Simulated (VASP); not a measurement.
# Mo (Im-3m) in VASP: notebook

Mo is run at these levels: r2SCAN+rVV10; tasks: single point, relaxation of cell and atoms.

All numbers are computed with VASP 6.6.1; they aren't measurements. Logs are shortened: lines on timing, memory, paths and dates and some standing lists are left out, and cuts for length are marked.

**1. The cell of the first run**

It takes space group Im-3m (No. 229, cubic). The conventional cell has a = 3.143 Å, b = 3.143 Å, c = 3.143 Å, α = 90.00°, β = 90.00°, γ = 90.00°. Within 3.6 Å of Mo (site symmetry m-3m) lie 14 Mo at 2.72 to 3.14 Å.

**2. Single point, r2SCAN+rVV10**

POSCAR

```
Mo
1.0
   -1.5716188290      1.5716188290      1.5716188290
    1.5716188290     -1.5716188290      1.5716188290
    1.5716188290      1.5716188290     -1.5716188290
Mo
1
Direct
    0.0000000000      0.0000000000      0.0000000000
```

INCAR.step1

```
ALGO = Normal
EDIFF = 1E-5
ENCUT = 550
GGA = PE
GGA_COMPAT = False
ISMEAR = 0
LASPH = True
LCHARG = False
LREAL = False
LWAVE = True
NBANDS = 13
NELM = 120
PREC = Accurate
SIGMA = 0.1
```

INCAR.step2

```
ALGO = Normal
BPARAM = 11.95
CPARAM = 0.0093
EDIFF = 1E-6
ENCUT = 550
GGA_COMPAT = False
ISIF = 2
ISMEAR = 0
ISTART = 1
IVDW_NL = 2
LASPH = True
LCHARG = False
LMIXTAU = True
LREAL = False
LUSE_VDW = True
LWAVE = False
METAGGA = R2SCAN
NBANDS = 13
NELM = 120
PREC = Accurate
SIGMA = 0.1
```

KPOINTS

```
k-points
0
Gamma
  18 18 18
```

Potentials or basis: VASP PAW PBE potentials, release 64 (Mo_sv).

Started as:

```
> cat potpaw_PBE.64/Mo_sv/POTCAR > POTCAR
> cp INCAR.step1 INCAR
> mpirun -np 1 vasp_std > vasp.out
> cp INCAR.step2 INCAR
> mpirun -np 1 vasp_std > vasp.out
```

OUTCAR:

```text
BPARAM = 11.95
   EDIFF = 1E-6
   ENCUT = 550
   ISIF = 2
   ISMEAR = 0
   ISTART = 1
   IVDW_NL = 2
   LASPH = True
   LREAL = False
   METAGGA = R2SCAN
   NELM = 120
   PREC = Accurate

 ion  position               nearest neighbor table
   1  0.000  0.000  0.000-

  LATTYP: Found a body centered cubic cell.
 ALAT       =     3.1432376580

  Lattice vectors:

 A1 = (  -1.5716188290,   1.5716188290,   1.5716188290)
 A2 = (   1.5716188290,  -1.5716188290,   1.5716188290)
 A3 = (   1.5716188290,   1.5716188290,  -1.5716188290)

Analysis of symmetry for initial positions (statically):
=====================================================================
 Subroutine PRICEL returns:
 Original cell was already a primitive cell.

 Routine SETGRP: Setting up the symmetry group for a
 body centered cubic supercell.

 Subroutine GETGRP returns: Found 48 space group operations
 (whereof 48 operations were pure point group operations)
 out of a pool of 48 trial point group operations.

The static configuration has the point symmetry O_h .

Analysis of symmetry for dynamics (positions and initial velocities):
=====================================================================
 Subroutine PRICEL returns:
 Original cell was already a primitive cell.

 Routine SETGRP: Setting up the symmetry group for a
 body centered cubic supercell.

 Subroutine GETGRP returns: Found 48 space group operations
 (whereof 48 operations were pure point group operations)
 out of a pool of 48 trial point group operations.

The dynamic configuration has the point symmetry O_h .

 Subroutine INISYM returns: Found 48 space group operations
 (whereof 48 operations are pure point group operations),
 and found     1 'primitive' translations

----------------------------------------------------------------------------------------

                                     Primitive cell

  volume of cell :      15.5275

  direct lattice vectors                    reciprocal lattice vectors
    -1.571618829  1.571618829  1.571618829     0.000000000  0.318143300  0.318143300
     1.571618829 -1.571618829  1.571618829     0.318143300  0.000000000  0.318143300
     1.571618829  1.571618829 -1.571618829     0.318143300  0.318143300  0.000000000

  length of vectors
     2.722123662  2.722123662  2.722123662     0.449922569  0.449922569  0.449922569

  position of ions in fractional coordinates (direct lattice)
     0.000000000  0.000000000  0.000000000

  ion indices of the primitive-cell ions
   primitive index   ion index
                 1           1

----------------------------------------------------------------------------------------

 KPOINTS: k-points

Automatic generation of k-mesh.
 Grid dimensions read from file:
 generate k-points for:   18   18   18

 Generating k-lattice:

  Cartesian coordinates                     Fractional coordinates (reciprocal lattice)
     0.000000000  0.017674628  0.017674628     0.055555556  0.000000000  0.000000000
     0.017674628  0.000000000  0.017674628     0.000000000  0.055555556  0.000000000
     0.017674628  0.017674628  0.000000000     0.000000000  0.000000000  0.055555556

  Length of vectors
     0.024995698  0.024995698  0.024995698

  Shift w.r.t. Gamma in fractional coordinates (k-lattice)
     0.000000000  0.000000000  0.000000000

 Subroutine IBZKPT returns following result:
 ===========================================

 Found    195 irreducible k-points:

 Following reciprocal coordinates:
            Coordinates               Weight
  0.000000  0.000000  0.000000      1.000000
  0.055556  0.000000  0.000000     12.000000
  0.111111  0.000000  0.000000     12.000000
  0.166667  0.000000  0.000000     12.000000
  0.222222  0.000000  0.000000     12.000000
  0.277778  0.000000  0.000000     12.000000
[... 16 lines left out ...]
  0.333333  0.111111 -0.000000     48.000000
  0.388889  0.111111  0.000000     48.000000
 [... further k-points ...]
   k-points           NKPTS =    195   k-points in BZ     NKDIM =    195   number of bands    NBANDS=     13
   number of dos      NEDOS =    301   number of ions     NIONS =      1
   total plane-waves  NPLWV =  13824
   dimension x,y,z NGX =    24 NGY =   24 NGZ =   24
   dimension x,y,z NGXF=    48 NGYF=   48 NGZF=   48
   ions per type =               1
   NGX,Y,Z   is equivalent  to a cutoff of  14.66, 14.66, 14.66 a.u.
   NGXF,Y,Z  is equivalent  to a cutoff of  29.31, 29.31, 29.31 a.u.
 SYSTEM =  unknown system
   PREC   = accura    normal or accurate (medium, high low for compatibility)
   ISTART =      1    job   : 0-new  1-cont  2-samecut
   ICHARG =      0    charge: 1-file 2-atom 10-const
   ISPIN  =      1    spin polarized calculation?
   LNONCOLLINEAR =      F non collinear calculations
   LSORBIT =      F    spin-orbit coupling
   LASPH  =      T    aspherical Exc in radial PAW
   ENCUT  =  550.0 eV  40.42 Ry    6.36 a.u.   5.21  5.21  5.21*2*pi/ulx,y,z
   NELM   =    120;   NELMIN=  2; NELMDL=  0     # of ELM steps
   EDIFF  = 0.1E-05   stopping-criterion for ELM
   LREAL  =      F    real-space projection
   EDIFFG = 0.1E-04   stopping-criterion for IOM
   NSW    =      0    number of steps for IOM
   IBRION =     -1    ionic relax: 0-MD 1-quasi-New 2-CG
   NFREE  =      0    steps in history (QN), initial steepest desc. (CG)
   ISIF   =      2    stress and relaxation
   ISYM   =      2    0-nonsym 1-usesym 2-fastsym
   POTIM  = 0.5000    time-step for ionic-motion
   TEBEG  =    0.0;   TEEND  =   0.0 temperature during run
   PSTRESS=    0.0 pullay stress
   NELECT =      14.0000    total number of electrons
   NUPDOWN=      -1.0000    fix difference up-down
   EMIN   =  10.00;   EMAX   =-10.00  energy-range for DOS
   EFERMI =   0.00;   METHOD = LEGACY
   ISMEAR =     0;   SIGMA  =   0.10  broadening in eV -4-tet -1-fermi 0-gaus
   EFERMI_NEDOS =   21; number of points for ismear=-14 and -15
   IALGO  =     38    algorithm
   IMIX   =      4    mixing-type and parameters
     AMIX     =   0.40;   BMIX     =  1.00
     AMIX_MAG =   1.60;   BMIX_MAG =  1.00
  volume/ion in A,a.u.               =      15.53       104.78
  Fermi-wavevector in a.u.,A,eV,Ry     =   1.581553  2.988701 34.032367  2.501308
  Thomas-Fermi vector in A             =   2.681611
   LORBIT       =      0    0 simple, 1 ext, 2 COOP (PROOUT), +10 PAW based schemes
   METAGGA = R2SCAN    functional components
   LHFCALC =     F    Hartree Fock is set to
   AEXX    =    0.0000 exact exchange contribution
   IVDW_NL    =     2    kernel type
   BPARAM     =11.9500
   IVDW    =     0    specifies the selected vdW correction
   LEPSILON=     F    determine dielectric tensor
   LRPA    =     F    only Hartree local field effects (RPA)
 non-spin polarized calculation
 Gauss-broadening in eV      SIGMA  =   0.10
  energy-cutoff  :      550.00
  volume of cell :       15.53
 maximum number of plane-waves:       470
 NGX is ok and might be reduce to    24
   NGX = 11   NGY = 11   NGZ = 11

 number of electron      14.0000002 magnetization

 Free energy of the ion-electron system (eV)
  ---------------------------------------------------
  ext. energy  EPLUGINS =         0.00000000
  ---------------------------------------------------
  free energy    TOTEN  =       -25.85343238 eV

  energy without entropy =      -25.85064672  energy(sigma->0) =      -25.85203955

 E-fermi :  12.6622     XC(G=0): -14.7008

 val. band max:       12.6563544588   @ k =  -0.3889   0.4444   0.2778
 cond. band min:      12.6870814780   @ k =  -0.1667   0.1667   0.1111
 fundamental gap:      0.0307270192
 Fermi energy:        12.6622379137

 k-point     1 :       0.0000    0.0000    0.0000
  band No.  band energies     occupation
      1     -50.5633      2.00000
      2     -23.0180      2.00000
      3     -23.0180      2.00000
      4     -23.0180      2.00000
      5       4.9476      2.00000
      6      11.2157      2.00000
      7      11.2157      2.00000
      8      11.2157      2.00000
      9      14.5755      0.00000
     10      14.5755      0.00000
     11      28.1390      0.00000
     12      28.1390      0.00000
     13      28.1390      0.00000

 k-point     2 :       0.0556    0.0000    0.0000
  band No.  band energies     occupation
      1     -50.5544      2.00000
      2     -23.0680      2.00000
      3     -23.0333      2.00000
      4     -23.0184      2.00000
      5       5.0931      2.00000
      6      11.1322      2.00000
      7      11.2013      2.00000
      8      11.3512      2.00000
      9      14.4488      0.00000
     10      14.5763      0.00000
     11      28.2489      0.00000
     12      28.3837      0.00000
     13      28.4266      0.00000

 k-point     3 :       0.1111    0.0000    0.0000
  band No.  band energies     occupation
      1     -50.5288      2.00000
      2     -23.2104      2.00000
      3     -23.0769      2.00000
      4     -23.0195      2.00000
      5       5.5083      2.00000
      6      10.9003      2.00000
      7      11.1403      2.00000
      8      11.7518      2.00000
      9      14.1682      0.00000
     10      14.5846      0.00000
     11      28.5117      0.00000
     12      29.0965      0.00000
     13      29.1388      0.00000

 k-point     4 :       0.1667    0.0000    0.0000
  band No.  band energies     occupation
      1     -50.4894      2.00000
      2     -23.4247      2.00000
      3     -23.1432      2.00000
      4     -23.0212      2.00000
      5       6.1205      2.00000
      6      10.5670      2.00000
      7      11.0160      2.00000
      8      12.4003      1.99979
      9      13.9429      0.00000
     10      14.6151      0.00000
     11      28.6996      0.00000
     12      29.8411      0.00000
     13      30.2218      0.00000

 k-point     5 :       0.2222    0.0000    0.0000
  band No.  band energies     occupation
      1     -50.4406      2.00000
      2     -23.6817      2.00000
      3     -23.2236      2.00000
      4     -23.0233      2.00000
      5       6.7755      2.00000
      6      10.1888      2.00000
      7      10.9301      2.00000
      8      13.2654      0.00000
      9      13.9105      0.00000
     10      14.6827      0.00000
     11      28.4655      0.00000
     12      29.9184      0.00000
     13      31.6860      0.00000
[... 257 lines left out ...]
 k-point    22 :       0.2778    0.1111   -0.0000
  band No.  band energies     occupation
      1     -50.3254      2.00000
      2     -24.1902      2.00000
      3     -23.4199      2.00000
      4     -23.0919      2.00000
      5       7.7087      2.00000
      6       9.5563      2.00000
      7      11.1706      2.00000
      8      13.9880      0.00000
      9      15.2098      0.00000
     10      16.2318      0.00000
     11      27.0158      0.00000
     12      27.9865      0.00000
     13      32.8958      0.00000

 k-point    23 :       0.3333    0.1111   -0.0000
  band No.  band energies     occupation
      1     -50.2871      2.00000
      2     -24.3559      2.00000
      3     -23.4976      2.00000
      4     -23.0955      2.00000
      5       7.5822      2.00000
      6       9.3336      2.00000
      7      11.9593      2.00000
      8      14.2691      0.00000
      9      15.3795      0.00000
     10      17.3961      0.00000
     11      26.0061      0.00000
     12      26.7866      0.00000
     13      31.5843      0.00000

 k-point    24 :       0.3889    0.1111    0.0000
  band No.  band energies     occupation
      1     -50.2619      2.00000
      2     -24.4627      2.00000
      3     -23.5484      2.00000
      4     -23.0977      2.00000
      5       7.4400      2.00000
      6       9.1970      2.00000
      7      12.6261      1.39030
      8      14.4091      0.00000
      9      15.6167      0.00000
     10      18.3086      0.00000
     11      25.0622      0.00000
     12      26.0473      0.00000
     13      30.6201      0.00000

 [... further k-points ...]
[... 5 lines left out ...]
  --------------------------------------------------------------------------------------
  -------------------------------------------------------------------------------------
  Total        0.1390981      0.1390981      0.1390981      0.0000000      0.0000000      0.0000000
  in kB       14.3525865     14.3525865     14.3525865      0.0000000      0.0000000      0.0000000
  external PRESSURE =      14.3525865 kB  Pullay stress =       0.0000000 kB

 VOLUME and BASIS-vectors are now :
 -----------------------------------------------------------------------------
  energy-cutoff  :      550.00
  volume of cell :       15.53
      direct lattice vectors                 reciprocal lattice vectors
    -1.571618829  1.571618829  1.571618829     0.000000000  0.318143300  0.318143300
     1.571618829 -1.571618829  1.571618829     0.318143300  0.000000000  0.318143300
     1.571618829  1.571618829 -1.571618829     0.318143300  0.318143300  0.000000000

 POSITION                                       TOTAL-FORCE (eV/Angst)
 -----------------------------------------------------------------------------------
      0.00000      0.00000      0.00000         0.000000     -0.000000     -0.000000
 -----------------------------------------------------------------------------------
    total drift:                                0.000000      0.000000     -0.000000

  FREE ENERGIE OF THE ION-ELECTRON SYSTEM (eV)
  ---------------------------------------------------
  free  energy   TOTEN  =       -25.8534323788 eV

  energy  without entropy=      -25.8506467205  energy(sigma->0) =      -25.85203955
```

Wall time 3.5 min (1 thread of Intel Xeon 8259CL, shared host); peak memory 0.24 GiB.

Results:

```
Free energy            : -25.8534 eV
Pressure               : 1.4 GPa
Band gap on the k mesh : zero (bands 7 and 8 overlap by 5.62 eV)
```

Caveat: the PAW data sets were made with another functional, which shifts forces and pressure a little.

**3. Relaxation of cell and atoms, r2SCAN+rVV10**

This run uses another cell than the first one, of 15.58 Å³/atom.

POSCAR

```
Mo
1.0
   -1.5734150000      1.5734150000      1.5734150000
    1.5734150000     -1.5734150000      1.5734150000
    1.5734150000      1.5734150000     -1.5734150000
Mo
1
Direct
    0.0000000000      0.0000000000      0.0000000000
```

INCAR.step1

```
PREC     = Accurate       # precision mode
ENCUT    = 550            # plane-wave cutoff, eV
ISMEAR   = 0              # smearing method
SIGMA    = 0.1            # smearing width, eV
LREAL    = F              # projectors in reciprocal space
LASPH    = T              # aspherical terms in the spheres
NELM     = 120            # most SCF steps
GGA      = PE             # functional
ALGO     = Normal         # electronic algorithm
EDIFF    = 1E-5           # SCF threshold, eV
LWAVE    = T              # write WAVECAR
LCHARG   = F              # write CHGCAR
GGA_COMPAT= F            
IBRION   = 2              # ionic algorithm
ISIF     = 3              # what is computed and relaxed
EDIFFG   = -0.005         # ionic threshold
NELMIN   = 4            
NSW      = 100            # ionic steps
```

INCAR.step2

```
PREC     = Accurate       # precision mode
ENCUT    = 550            # plane-wave cutoff, eV
EDIFF    = 1E-7           # SCF threshold, eV
ISMEAR   = 0              # smearing method
SIGMA    = 0.1            # smearing width, eV
LREAL    = F              # projectors in reciprocal space
LASPH    = T              # aspherical terms in the spheres
NELM     = 120            # most SCF steps
ALGO     = Normal         # electronic algorithm
ISIF     = 3              # what is computed and relaxed
LWAVE    = F              # write WAVECAR
LCHARG   = F              # write CHGCAR
METAGGA  = R2SCAN         # meta-GGA
LMIXTAU  = T            
LUSE_VDW = T            
IVDW_NL  = 2            
BPARAM   = 11.95        
CPARAM   = 0.0093       
IBRION   = 2              # ionic algorithm
NSW      = 100            # ionic steps
EDIFFG   = -0.002         # ionic threshold
ISTART   = 1            
GGA_COMPAT= F            
NELMIN   = 4
```

KPOINTS

```
Automatic mesh
0
Gamma
  18 18 18
```

Potentials or basis: VASP PAW PBE potentials, release 64 (Mo_sv).

Started as:

```
> cat potpaw_PBE.64/Mo_sv/POTCAR > POTCAR
> cp INCAR.step1 INCAR
> mpirun -np 1 vasp_std > vasp.out
> cp INCAR.step2 INCAR
> mpirun -np 1 vasp_std > vasp.out
```

Run time: 9.3 min. Hardware: 1 thread of Intel Xeon 8259CL, shared host; peak memory 0.25 GiB.

Results (log left out):

```
Free energy                           : -25.8538 eV
Relaxed volume                        : 15.61 Å³/atom
Relaxed cell                          : a = 2.727 Å, b = 2.727 Å, c = 2.727 Å, α = 109.47°, β = 109.47°, γ = 109.47°
Space group after relaxing (to 0.1 Å) : Im-3m (No. 229)
Energy gained by relaxing             : 0.0 meV/atom
Ionic steps                           : 3
Pressure after relaxing               : 0.0 GPa
Band gap on the k mesh                : zero (bands 7 and 8 overlap by 5.58 eV)
```

Final structure:
```
Mo
1.0
    -1.57431    1.57431    1.57431
     1.57431   -1.57431    1.57431
     1.57431    1.57431   -1.57431
Mo
1
Direct
  0.00000 0.00000 0.00000
```

Levels at points of the mesh, in eV from the Fermi level:
```csv
k point,band 3,band 4,band 5,band 6,band 7,band 8,band 9,band 10,band 11
"(0.00, 0.00, 0.00)",-35.69,-35.69,-7.70,-1.44,-1.44,-1.44,1.91,1.91,15.47
"(0.50, 0.00, 0.00)",-36.17,-35.70,-5.63,-3.60,1.56,1.89,2.59,4.94,12.26
"(0.50, 0.50, 0.50)",-36.73,-36.73,-5.68,-5.68,4.15,4.15,4.15,9.46,9.46
```

Caveat: the PAW data sets were made with another functional, which shifts forces and pressure a little.

The gap in the log of VASP goes by the Fermi energy; the results here count the filled bands.